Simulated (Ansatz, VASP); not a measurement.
**GaN in VASP and in Ansatz**

The input POSCAR:

```
GaN
1.0
    3.2276996554      0.0000000000      0.0000000000
   -1.6138498277      2.7952698973      0.0000000000
    0.0000000000      0.0000000000      5.3209800000
Ga N
2 2
Direct
    0.3333333333      0.6666666667      0.0000000000
    0.6666666667      0.3333333333      0.5000000000
    0.3333333333      0.6666666667      0.3750000000
    0.6666666667      0.3333333333      0.8750000000
```

Contents of INCAR.step1:

```
SYSTEM = GaN
  ALGO = Normal
  EDIFF = 1E-4
  ENCUT = 520
  GGA = PE
  ISMEAR = 0
  LASPH = .TRUE.
  LCHARG = .FALSE.
  LREAL = .FALSE.
  LWAVE = .TRUE.
  NBANDS = 26
  NELM = 60
  PREC = Accurate
  SIGMA = 0.05
```

INCAR.step2

```
SYSTEM = GaN
  ALGO = Normal
  EDIFF = 1E-6
  ENCUT = 520
  ISIF = 2
  ISMEAR = 0
  ISTART = 1
  LASPH = .TRUE.
  LCHARG = .FALSE.
  LMIXTAU = .TRUE.
  LREAL = .FALSE.
  LWAVE = .FALSE.
  METAGGA = R2SCAN
  NBANDS = 26
  NELM = 60
  PREC = Accurate
  SIGMA = 0.05
```

KPOINTS

```
k-points
0
G
  12 12 6
  0 0 0
```

Input for Ansatz:

```yaml
crystal:
  lattice:
    - [3.2276996554, 0.0, 0.0]
    - [-1.6138498277, 2.7952698973, 0.0]
    - [0.0, 0.0, 5.32098]
  atoms:
    - { symbol: Ga, position: [0.3333333333, 0.6666666667, 0.0] }
    - { symbol: Ga, position: [0.6666666667, 0.3333333333, 0.5] }
    - { symbol: "N", position: [0.3333333333, 0.6666666667, 0.375] }
    - { symbol: "N", position: [0.6666666667, 0.3333333333, 0.875] }
basis:
  ecutwfc: 500
kpoints:
  mp_grid: { grid: [12, 12, 6] }
hamiltonian:
  xc: r2scan
scf:
  occupations: { method: gaussian, width: 0.05 }
output:
  forces: true
  stress: true
  eigenvalues: true
```

Change from the starting cell: strain +0.015 along x and y, +0.030 along z, atoms carried along.

Alike in both runs: task single point; functional r2SCAN; k mesh 12 × 12 × 6; occupations gaussian, width 0.05 eV; no spin polarisation.

```csv
,VASP,Ansatz
version,VASP 6.6.1,Ansatz 0.2.0
potentials or method,"VASP PAW PBE potentials, release 64 (Ga_d, N), cutoff 520 eV","scalar-relativistic, plane waves, PAW"
valence electrons in the cell,36,36
```

```csv
,VASP,Ansatz,Ansatz less VASP
gap on the k mesh at the Fermi level (eV),1.92,1.93,+0.005
least direct gap on the mesh (eV),1.92,1.93,+0.005
pressure (GPa),-8.5,-9.4,-0.96
"traceless stress, the component that is largest in VASP (GPa)",-2.28,-2.24,+0.036
rms of the force components (eV/Å),0.011,0.014,+0.0027
```

VASP's potentials were made for PBE, not for r2SCAN. Atom by atom the forces differ by 0.003 eV/Å (rms over components).
